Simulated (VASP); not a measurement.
# Rh (P6_3/mmc) in VASP: notebook

Runs on Rh. Level: r2SCAN. Tasks: single point.

Program: VASP 6.6.1. These are calculated values, not measurements. Logs are shortened: lines on timing, memory, paths and dates and some standing lists are left out, and cuts for length are marked.

**1. The cell of the first run**

The structure is hexagonal, space group P6_3/mmc (No. 194). Conventional cell: a = 2.688 Å, b = 2.688 Å, c = 4.247 Å, α = 90.00°, β = 90.00°, γ = 120.00°. Within 3.5 Å of Rh (site symmetry -6m2) lie 12 Rh at 2.63 to 2.69 Å.

**2. Single point, r2SCAN**

Input file POSCAR:

```
Rh
1.0
    1.3441500000      2.3281360000      0.0000000000
   -1.3441500000      2.3281360000      0.0000000000
    0.0000000000      0.0000000000      4.2473390000
Rh
2
Direct
    0.3333300000      0.3333400000      0.2500000000
    0.6666600000      0.6666700000      0.7500000000
```

Input file INCAR.step1:

```
PREC = Accurate
ENCUT = 520
ISMEAR = -1
SIGMA = 0.1
LREAL = F
LASPH = T
NELM = 100
NBANDS = 22
ISYM = 0
GGA = PE
ALGO = Normal
EDIFF = 1E-4
LWAVE = T
LCHARG = F
```

Input file INCAR.step2:

```
PREC = Accurate
ENCUT = 520
EDIFF = 1E-6
ISMEAR = -1
SIGMA = 0.1
LREAL = F
LASPH = T
NELM = 100
ALGO = Normal
ISIF = 2
LWAVE = F
LCHARG = F
METAGGA = R2SCAN
LMIXTAU = T
NBANDS = 22
ISYM = 0
ISTART = 1
```

Input file KPOINTS:

```
Automatic mesh
0
Gamma
  8 8 4
```

Potentials or basis: VASP PAW PBE potentials, release 64 (Rh_pv).

Launch:

```bash
> cat potpaw_PBE.64/Rh_pv/POTCAR > POTCAR
> cp INCAR.step1 INCAR
> mpirun -np 1 vasp_std > vasp.out
> cp INCAR.step2 INCAR
> mpirun -np 1 vasp_std > vasp.out
```

OUTCAR:

```text
PREC = Accurate
   ENCUT = 520
   EDIFF = 1E-6
   ISMEAR = -1
   LREAL = F
   LASPH = T
   NELM = 100
   ISIF = 2
   METAGGA = R2SCAN
   ISYM = 0
   ISTART = 1

 ion  position               nearest neighbor table
   1  0.333  0.333  0.250-   2 2.63   2 2.63   2 2.63   2 2.63   2 2.63   2 2.63
   2  0.667  0.667  0.750-   1 2.63   1 2.63   1 2.63   1 2.63   1 2.63   1 2.63

IMPORTANT INFORMATION: All symmetrisations will be switched off!
NOSYMM: (Re-)initialisation of all symmetry stuff for point group C_1.

----------------------------------------------------------------------------------------

                                     Primitive cell

  volume of cell :      26.5829

  direct lattice vectors                    reciprocal lattice vectors
     1.344150000  2.328136000  0.000000000     0.371982294  0.214764086  0.000000000
    -1.344150000  2.328136000  0.000000000    -0.371982294  0.214764086  0.000000000
     0.000000000  0.000000000  4.247339000     0.000000000  0.000000000  0.235441532

  length of vectors
     2.688299919  2.688299919  4.247339000     0.429528159  0.429528159  0.235441532

  position of ions in fractional coordinates (direct lattice)
     0.333330000  0.333340000  0.250000000
     0.666660000  0.666670000  0.750000000

  ion indices of the primitive-cell ions
   primitive index   ion index
                 1           1
                 2           2

----------------------------------------------------------------------------------------

 KPOINTS: Automatic mesh

Automatic generation of k-mesh.
 Grid dimensions read from file:
 generate k-points for:    8    8    4

 Generating k-lattice:

  Cartesian coordinates                     Fractional coordinates (reciprocal lattice)
     0.046497787  0.026845511  0.000000000     0.125000000  0.000000000  0.000000000
    -0.046497787  0.026845511  0.000000000     0.000000000  0.125000000  0.000000000
     0.000000000  0.000000000  0.058860383     0.000000000  0.000000000  0.250000000

  Length of vectors
     0.053691020  0.053691020  0.058860383

  Shift w.r.t. Gamma in fractional coordinates (k-lattice)
     0.000000000  0.000000000  0.000000000

 Subroutine IBZKPT returns following result:
 ===========================================

 Found    132 irreducible k-points:

 Following reciprocal coordinates:
            Coordinates               Weight
  0.000000  0.000000  0.000000      1.000000
  0.125000  0.000000  0.000000      2.000000
  0.125000  0.125000  0.000000      2.000000
  0.000000  0.125000  0.000000      2.000000
  0.250000  0.000000  0.000000      2.000000
  0.250000  0.250000  0.000000      2.000000
[... 16 lines left out ...]
  0.500000  0.125000  0.000000      2.000000
  0.375000  0.500000  0.000000      2.000000
 [... further k-points ...]
   k-points           NKPTS =    132   k-points in BZ     NKDIM =    132   number of bands    NBANDS=     22
   number of dos      NEDOS =    301   number of ions     NIONS =      2
   total plane-waves  NPLWV =  12800
   dimension x,y,z NGX =    20 NGY =   20 NGZ =   32
   dimension x,y,z NGXF=    40 NGYF=   40 NGZF=   64
   ions per type =               2
   NGX,Y,Z   is equivalent  to a cutoff of  12.37, 12.37, 12.53 a.u.
   NGXF,Y,Z  is equivalent  to a cutoff of  24.74, 24.74, 25.05 a.u.
 SYSTEM =  unknown system
   PREC   = accura    normal or accurate (medium, high low for compatibility)
   ISTART =      1    job   : 0-new  1-cont  2-samecut
   ICHARG =      0    charge: 1-file 2-atom 10-const
   ISPIN  =      1    spin polarized calculation?
   LNONCOLLINEAR =      F non collinear calculations
   LSORBIT =      F    spin-orbit coupling
   LASPH  =      T    aspherical Exc in radial PAW
   ENCUT  =  520.0 eV  38.22 Ry    6.18 a.u.   5.00  5.00  7.90*2*pi/ulx,y,z
   NELM   =    100;   NELMIN=  2; NELMDL=  0     # of ELM steps
   EDIFF  = 0.1E-05   stopping-criterion for ELM
   LREAL  =      F    real-space projection
   EDIFFG = 0.1E-04   stopping-criterion for IOM
   NSW    =      0    number of steps for IOM
   IBRION =     -1    ionic relax: 0-MD 1-quasi-New 2-CG
   NFREE  =      0    steps in history (QN), initial steepest desc. (CG)
   ISIF   =      2    stress and relaxation
   ISYM   =      0    0-nonsym 1-usesym 2-fastsym
   POTIM  = 0.5000    time-step for ionic-motion
   TEBEG  =    0.0;   TEEND  =   0.0 temperature during run
   PSTRESS=    0.0 pullay stress
   NELECT =      30.0000    total number of electrons
   NUPDOWN=      -1.0000    fix difference up-down
   EMIN   =  10.00;   EMAX   =-10.00  energy-range for DOS
   EFERMI =   0.00;   METHOD = LEGACY
   ISMEAR =    -1;   SIGMA  =   0.10  broadening in eV -4-tet -1-fermi 0-gaus
   EFERMI_NEDOS =   21; number of points for ismear=-14 and -15
   IALGO  =     38    algorithm
   IMIX   =      4    mixing-type and parameters
     AMIX     =   0.40;   BMIX     =  1.00
     AMIX_MAG =   1.60;   BMIX_MAG =  1.00
[... 35 lines left out ...]
      1     -36.4113      2.00000
      2     -35.6011      2.00000
      3     -35.6011      2.00000
      4     -35.4562      2.00000
      5     -35.4553      2.00000
      6     -35.4553      2.00000
[... 14 lines left out ...]
     21      29.7449      0.00000
     22      29.7455      0.00000

 k-point     2 :       0.1250    0.0000    0.0000
  band No.  band energies     occupation
      1     -36.3678      2.00000
      2     -35.6901      2.00000
      3     -35.6310      2.00000
      4     -35.5480      2.00000
      5     -35.4772      2.00000
      6     -35.4683      2.00000
[... 14 lines left out ...]
     21      29.7452      0.00000
     22      29.7457      0.00000

 k-point     3 :       0.1250    0.1250    0.0000
  band No.  band energies     occupation
      1     -36.3678      2.00000
      2     -35.6901      2.00000
      3     -35.6310      2.00000
      4     -35.5480      2.00000
      5     -35.4772      2.00000
      6     -35.4683      2.00000
[... 14 lines left out ...]
     21      29.7452      0.00000
     22      29.7457      0.00000

 k-point     4 :       0.0000    0.1250    0.0000
  band No.  band energies     occupation
      1     -36.3678      2.00000
      2     -35.6901      2.00000
      3     -35.6310      2.00000
      4     -35.5480      2.00000
      5     -35.4772      2.00000
      6     -35.4683      2.00000
[... 14 lines left out ...]
     21      29.7452      0.00000
     22      29.7457      0.00000

 k-point     5 :       0.2500    0.0000    0.0000
  band No.  band energies     occupation
      1     -36.2505      2.00000
      2     -35.9056      2.00000
      3     -35.7643      2.00000
      4     -35.6999      2.00000
      5     -35.5399      2.00000
      6     -35.5024      2.00000
[... 14 lines left out ...]
     21      29.7456      0.00000
     22      30.3242      0.00000

 k-point     6 :       0.2500    0.2500    0.0000
  band No.  band energies     occupation
      1     -36.2505      2.00000
      2     -35.9056      2.00000
      3     -35.7643      2.00000
      4     -35.6999      2.00000
      5     -35.5399      2.00000
      6     -35.5024      2.00000
[... 14 lines left out ...]
     21      29.7456      0.00000
     22      30.3242      0.00000

 k-point     7 :       0.0000    0.2500    0.0000
  band No.  band energies     occupation
      1     -36.2505      2.00000
      2     -35.9056      2.00000
      3     -35.7643      2.00000
      4     -35.6999      2.00000
      5     -35.5399      2.00000
      6     -35.5024      2.00000
[... 324 lines left out ...]
      6     -35.5711      2.00000
[... 14 lines left out ...]
     21      26.6902      0.00000
     22      29.7578      0.00000

 k-point    21 :      -0.1250   -0.3750    0.0000
  band No.  band energies     occupation
      1     -36.1504      2.00000
      2     -36.0118      2.00000
      3     -35.9232      2.00000
      4     -35.7407      2.00000
      5     -35.6011      2.00000
      6     -35.5711      2.00000
[... 14 lines left out ...]
     21      26.6902      0.00000
     22      29.7578      0.00000

 k-point    22 :      -0.3750   -0.2500    0.0000
  band No.  band energies     occupation
      1     -36.1504      2.00000
      2     -36.0118      2.00000
      3     -35.9232      2.00000
      4     -35.7407      2.00000
      5     -35.6011      2.00000
      6     -35.5711      2.00000
[... 14 lines left out ...]
     21      26.6902      0.00000
     22      29.7578      0.00000

 k-point    23 :       0.5000    0.1250    0.0000
  band No.  band energies     occupation
      1     -36.1639      2.00000
      2     -36.0162      2.00000
      3     -36.0129      2.00000
      4     -35.8270      2.00000
      5     -35.6996      2.00000
      6     -35.6093      2.00000
[... 14 lines left out ...]
     21      24.7413      0.00000
     22      28.3107      0.00000

 k-point    24 :       0.3750    0.5000    0.0000
  band No.  band energies     occupation
      1     -36.1639      2.00000
      2     -36.0162      2.00000
      3     -36.0129      2.00000
      4     -35.8270      2.00000
      5     -35.6996      2.00000
      6     -35.6093      2.00000
[... 14 lines left out ...]
     21      24.7413      0.00000
     22      28.3106      0.00000

 [... further k-points ...]
[... 5 lines left out ...]
  --------------------------------------------------------------------------------------
  -------------------------------------------------------------------------------------
  Total        1.8453452      1.8453353      2.7798131      0.0000001      0.0000000     -0.0000002
  in kB      111.2205888    111.2199945    167.5417980      0.0000075      0.0000013     -0.0000112
  external PRESSURE =     129.9941271 kB  Pullay stress =       0.0000000 kB

 VOLUME and BASIS-vectors are now :
 -----------------------------------------------------------------------------
  energy-cutoff  :      520.00
  volume of cell :       26.58
      direct lattice vectors                 reciprocal lattice vectors
     1.344150000  2.328136000  0.000000000     0.371982294  0.214764086  0.000000000
    -1.344150000  2.328136000  0.000000000    -0.371982294  0.214764086  0.000000000
     0.000000000  0.000000000  4.247339000     0.000000000  0.000000000  0.235441532

 POSITION                                       TOTAL-FORCE (eV/Angst)
 -----------------------------------------------------------------------------------
     -0.00001      1.55210      1.06183         0.000000     -0.000067      0.000000
     -0.00001      3.10417      3.18550        -0.000000      0.000067     -0.000000
 -----------------------------------------------------------------------------------
    total drift:                                0.000000      0.000001      0.000000

  FREE ENERGIE OF THE ION-ELECTRON SYSTEM (eV)
  ---------------------------------------------------
  free  energy   TOTEN  =       -48.1758355297 eV

  energy  without entropy=      -48.0770038853  energy(sigma->0) =      -48.12641971
```

It took 2.5 min on 1 thread of Intel Xeon Platinum 8259CL at 2.50GHz (Skylake/Cascade Lake), shared host; peak memory 0.18 GiB.

What came out:

```
Free energy            : -48.1758 eV
Pressure               : 13.0 GPa
Band gap on the k mesh : zero (band 15 reaches 13.20 eV, above the bottom of band 16 at 10.93 eV)
```

Caveat: the k points lie up to 0.37 Å⁻¹ apart; the PAW data sets were made with another functional, which shifts forces and pressure a little.

**3. Single point, r2SCAN**

POSCAR is that of step 2.

Input file INCAR.step1:

```
PREC     = Accurate       # precision mode
ENCUT    = 580            # plane-wave cutoff, eV
ISMEAR   = -1             # smearing method
SIGMA    = 0.1            # smearing width, eV
LREAL    = False          # projectors in reciprocal space
LASPH    = True           # aspherical terms in the spheres
NELM     = 120            # most SCF steps
NBANDS   = 24             # bands
GGA      = PE             # functional
ALGO     = Normal         # electronic algorithm
EDIFF    = 1E-5           # SCF threshold, eV
LWAVE    = True           # write WAVECAR
LCHARG   = False          # write CHGCAR
GGA_COMPAT= False
```

Input file INCAR.step2:

```
PREC     = Accurate       # precision mode
ENCUT    = 580            # plane-wave cutoff, eV
EDIFF    = 1E-6           # SCF threshold, eV
ISMEAR   = -1             # smearing method
SIGMA    = 0.1            # smearing width, eV
LREAL    = False          # projectors in reciprocal space
LASPH    = True           # aspherical terms in the spheres
NELM     = 120            # most SCF steps
ALGO     = Normal         # electronic algorithm
ISIF     = 2              # what is computed and relaxed
LWAVE    = False          # write WAVECAR
LCHARG   = False          # write CHGCAR
METAGGA  = R2SCAN         # meta-GGA
LMIXTAU  = True         
NBANDS   = 24             # bands
ISTART   = 1            
GGA_COMPAT= False
```

KPOINTS is that of step 2.

Potentials or basis: VASP PAW PBE potentials, release 64 (Rh_sv_GW).

Launch:

```bash
> cat potpaw_PBE.64/Rh_sv_GW/POTCAR > POTCAR
> cp INCAR.step1 INCAR
> mpirun -np 1 vasp_std > vasp.out
> cp INCAR.step2 INCAR
> mpirun -np 1 vasp_std > vasp.out
```

It took 58 s on 1 thread of Intel Xeon 6975P-C (Granite Rapids), shared host; peak memory 0.2 GiB.

The run converged. Its results:

```yaml
Free_energy: -46.4718 eV
Pressure: 9.8 GPa
Band_gap_on_the_k_mesh: zero (band 17 reaches 12.11 eV, above the bottom of band 18 at 9.84 eV)
```

Stress tensor (GPa, compression positive):
```
 8.04  0.00  0.00
 0.00  8.03  0.00
 0.00  0.00 13.48
```

Levels at points of the mesh, in eV from the Fermi level:
```
           k point  band 14  band 15  band 16  band 17  band 18  band 19  band 20  band 21
(0.00, 0.00, 0.00)    -2.72    -2.72    -2.28    -2.28     0.13     0.13     1.11     9.80
(0.50, 0.00, 0.00)    -2.38    -2.33     0.33     0.71     0.77     3.25     5.54    11.21
(0.50, 0.50, 0.00)    -2.38    -2.33     0.33     0.71     0.77     3.25     5.54    11.21
(0.00, 0.00, 0.50)    -3.51    -3.35    -3.35    -0.48    -0.48    -0.48    -0.48    15.61
(0.50, 0.00, 0.50)    -1.93    -0.34    -0.34     0.57     0.57     2.90     2.90    10.13
(0.50, 0.50, 0.50)    -1.93    -0.34    -0.34     0.57     0.57     2.90     2.90    10.13
```

Caveat: the k points lie up to 0.37 Å⁻¹ apart; the PAW data sets were made with another functional, which shifts forces and pressure a little.

**4. Single point, r2SCAN**

POSCAR is that of step 3.

Input file INCAR.step1:

```
SYSTEM = Rh
ALGO     = Normal         ! electronic algorithm
EDIFF    = 1E-5           ! SCF threshold, eV
ENCUT    = 580            ! plane-wave cutoff, eV
GGA      = PE             ! functional
GGA_COMPAT= .FALSE.      
ISMEAR   = 0              ! smearing method
LASPH    = .TRUE.         ! aspherical terms in the spheres
LCHARG   = .FALSE.        ! write CHGCAR
LREAL    = .FALSE.        ! projectors in reciprocal space
LWAVE    = .TRUE.         ! write WAVECAR
NBANDS   = 24             ! bands
NELM     = 120            ! most SCF steps
PREC     = Accurate       ! precision mode
SIGMA    = 0.15           ! smearing width, eV
```

Input file INCAR.step2:

```
SYSTEM = Rh
ALGO     = Normal         ! electronic algorithm
EDIFF    = 1E-6           ! SCF threshold, eV
ENCUT    = 580            ! plane-wave cutoff, eV
GGA_COMPAT= .FALSE.      
ISIF     = 2              ! what is computed and relaxed
ISMEAR   = 0              ! smearing method
ISTART   = 1            
LASPH    = .TRUE.         ! aspherical terms in the spheres
LCHARG   = .TRUE.         ! write CHGCAR
LELF     = .TRUE.         ! ELF
LMIXTAU  = .TRUE.       
LREAL    = .FALSE.        ! projectors in reciprocal space
LVHAR    = .TRUE.       
LWAVE    = .FALSE.        ! write WAVECAR
METAGGA  = R2SCAN         ! meta-GGA
NBANDS   = 24             ! bands
NELM     = 120            ! most SCF steps
PREC     = Accurate       ! precision mode
SIGMA    = 0.15           ! smearing width, eV
```

Input file KPOINTS:

```
k-points
0
G
  8 8 4
  0 0 0
```

Launch:

```bash
> cat potpaw_PBE.64/Rh_sv_GW/POTCAR > POTCAR
> cp INCAR.step1 INCAR
> mpirun -np 1 vasp_std > vasp.out
> cp INCAR.step2 INCAR
> mpirun -np 1 vasp_std > vasp.out
```

Run time: 1.9 min. Hardware: 1 thread of Intel Xeon Platinum 8259CL at 2.50GHz (Skylake/Cascade Lake), shared host; peak memory 0.2 GiB.

The run converged. Its results:

- Free energy: -46.4390 eV
- Pressure: 9.5 GPa
- Band gap on the k mesh: zero (band 17 reaches 12.11 eV, above the bottom of band 18 at 9.84 eV)

Stress tensor (GPa, compression positive):
```
 7.83  0.00  0.00
 0.00  7.83  0.00
 0.00  0.00 12.92
```

Levels at points of the mesh, in eV from the Fermi level:
```csv
k point,band 15,band 16,band 17,band 18,band 19,band 20
"(0.00, 0.00, 0.00)",-2.72,-2.29,-2.29,0.13,0.13,1.10
"(0.50, 0.00, 0.00)",-2.34,0.33,0.71,0.76,3.25,5.54
"(0.50, 0.50, 0.00)",-2.34,0.33,0.71,0.76,3.25,5.54
"(0.00, 0.00, 0.50)",-3.36,-3.36,-0.49,-0.49,-0.49,-0.49
"(0.50, 0.00, 0.50)",-0.35,-0.35,0.56,0.56,2.90,2.90
"(0.50, 0.50, 0.50)",-0.35,-0.35,0.56,0.56,2.90,2.90
```

Caveat: the k points lie up to 0.37 Å⁻¹ apart; the PAW data sets were made with another functional, which shifts forces and pressure a little.

**5. Single point, r2SCAN**

POSCAR is that of step 4.

Input file INCAR.step1:

```
PREC = Accurate
ENCUT = 580
ISMEAR = -1
SIGMA = 0.1
LREAL = F
LASPH = T
NELM = 120
NBANDS = 24
ISYM = 0
GGA = PE
ALGO = Normal
EDIFF = 1E-5
LWAVE = T
LCHARG = F
GGA_COMPAT = F
```

Input file INCAR.step2:

```
PREC = Accurate
ENCUT = 580
EDIFF = 1E-6
ISMEAR = -1
SIGMA = 0.1
LREAL = F
LASPH = T
NELM = 120
ALGO = Normal
ISIF = 2
LWAVE = F
LCHARG = F
METAGGA = R2SCAN
LMIXTAU = T
NBANDS = 24
ISYM = 0
ISTART = 1
GGA_COMPAT = F
```

Input file KPOINTS:

```
Automatic mesh
0
Gamma
  8 8 4
```

Launch:

```bash
> cat potpaw_PBE.64/Rh_sv_GW/POTCAR > POTCAR
> cp INCAR.step1 INCAR
> mpirun -np 1 vasp_std > vasp.out
> cp INCAR.step2 INCAR
> mpirun -np 1 vasp_std > vasp.out
```

Run time: 2.4 min. Hardware: 1 thread of Intel Xeon 6975P-C (Granite Rapids), shared host; peak memory 0.24 GiB.

The run converged. Its results:

| Item | Value |
| --- | --- |
| Free energy | -46.4718 eV |
| Pressure | 9.8 GPa |
| Band gap on the k mesh | zero (band 17 reaches 12.11 eV, above the bottom of band 18 at 9.84 eV) |

Stress tensor (GPa, compression positive):
```
 7.95  0.00  0.00
 0.00  7.96  0.00
 0.00  0.00 13.40
```

Levels at points of the mesh, in eV from the Fermi level:
```tsv
k point	band 15	band 16	band 17	band 18	band 19	band 20
(0.00, 0.00, 0.00)	-2.72	-2.28	-2.28	0.13	0.13	1.11
(0.50, 0.00, 0.00)	-2.33	0.33	0.71	0.77	3.25	5.54
(0.50, 0.50, 0.00)	-2.33	0.33	0.71	0.77	3.25	5.54
(0.00, 0.50, 0.00)	-2.33	0.33	0.71	0.77	3.25	5.54
(0.00, 0.00, 0.50)	-3.35	-3.35	-0.48	-0.48	-0.48	-0.48
(0.50, 0.00, 0.50)	-0.34	-0.34	0.57	0.57	2.90	2.90
(0.50, 0.50, 0.50)	-0.34	-0.34	0.57	0.57	2.90	2.90
(0.00, 0.50, 0.50)	-0.34	-0.34	0.57	0.57	2.90	2.90
```

Caveat: the k points lie up to 0.37 Å⁻¹ apart; the PAW data sets were made with another functional, which shifts forces and pressure a little.

**6. The runs side by side**

| potentials or basis | cutoff (eV) | smearing | second run | gap on the mesh (eV) | pressure (GPa) |
| --- | --- | --- | --- | --- | --- |
| VASP PAW PBE potentials, release 64 (Rh_pv) | 520 | fermi-dirac 0.1 eV | - | none | 13.0 |
| VASP PAW PBE potentials, release 64 (Rh_sv_GW) | 580 | fermi-dirac 0.1 eV | valence_matched | none | 9.8 |
| VASP PAW PBE potentials, release 64 (Rh_sv_GW) | 580 | gaussian 0.15 eV | valence_matched | none | 9.5 |

Alike in all rows: task single point; level r2SCAN; no spin polarisation; cell as given; k mesh 8 × 8 × 4.

Caveats: all runs use coarse meshes; the PAW data sets were made with another functional, which shifts forces and pressure a little.

Total energies depend on the potentials used, so only differences within one code and one set of settings carry meaning.
